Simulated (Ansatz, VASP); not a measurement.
## Two plane-wave programs on NaCl

The input POSCAR:

```
NaCl
1.0
    0.0000000000      3.0100910318      3.0100910318
    3.0100910318      0.0000000000      3.0100910318
    3.0100910318      3.0100910318      0.0000000000
Na Cl
1 1
Direct
    0.0000000000      0.0000000000      0.0000000000
    0.2500000000      0.2500000000      0.2500000000
```

File INCAR.step1:

```
  ALGO = Normal
  EDIFF = 1E-5
  ENCUT = 550
  GGA = PE
  GGA_COMPAT = F
  ISMEAR = 0
  LASPH = T
  LCHARG = F
  LREAL = F
  LWAVE = T
  NBANDS = 14
  NELM = 120
  PREC = Accurate
  SIGMA = 0.01
```

The input INCAR.step2:

```
  ALGO = Normal
  EDIFF = 1E-6
  ENCUT = 550
  GGA_COMPAT = F
  ISIF = 2
  ISMEAR = 0
  ISTART = 1
  LASPH = T
  LCHARG = F
  LMIXTAU = T
  LREAL = F
  LWAVE = F
  METAGGA = R2SCAN
  NBANDS = 14
  NELM = 120
  PREC = Accurate
  SIGMA = 0.01
```

The input KPOINTS:

```
k-points
0
Gamma
  8 8 8
```

Input for Ansatz:

```yaml
crystal:
  lattice:
    - [0.0, 3.0100910318, 3.0100910318]
    - [3.0100910318, 0.0, 3.0100910318]
    - [3.0100910318, 3.0100910318, 0.0]
  atoms:
    - { symbol: Na, position: [0.0, 0.0, 0.0] }
    - { symbol: Cl, position: [0.25, 0.25, 0.25] }
kpoints:
  mp_grid: { grid: [8, 8, 8] }
  band_path:
    path:
      - [0.0, 0.0, 0.0]
      - [-0.5, -0.5, 0.0]
      - [-0.375, -0.375, 0.25]
      - [-0.375, 0.0, 0.375]
      - [0.0, 0.0, 0.5]
      - [-0.5, -0.25, 0.25]
    npoints: 1
hamiltonian:
  xc: r2scan
scf:
  occupations: { method: fixed }
  n_extra_bands: 4
output:
  forces: true
  stress: true
  eigenvalues: true
```

Change from the starting cell: hydrostatic strain -2.5%.

Alike in both runs: task single point; functional r2SCAN; k mesh 8 × 8 × 8; no spin polarisation.

|  | VASP | Ansatz |
| --- | --- | --- |
| version | VASP 6.6.1 | Ansatz 0.2.0 |
| potentials or method | VASP PAW PBE potentials, release 64 (Na_pv, Cl) | plane waves, PAW |
| plane-wave cutoff (eV) | 550 | 500 |
| occupations | gaussian, width 0.01 eV | fixed |
| valence electrons in the cell | 14 | 16 |

|  | VASP | Ansatz | Ansatz less VASP |
| --- | --- | --- | --- |
| gap on the k mesh at the Fermi level (eV) | 5.75 | 5.74 | -0.015 |
| pressure (GPa) | 1.6 | 1.7 | +0.12 |

VASP's potentials were made for PBE, not for r2SCAN. VASP's potentials hold 14 valence electrons a cell and Ansatz's 16, so a difference there can come from the potentials and not from the codes.
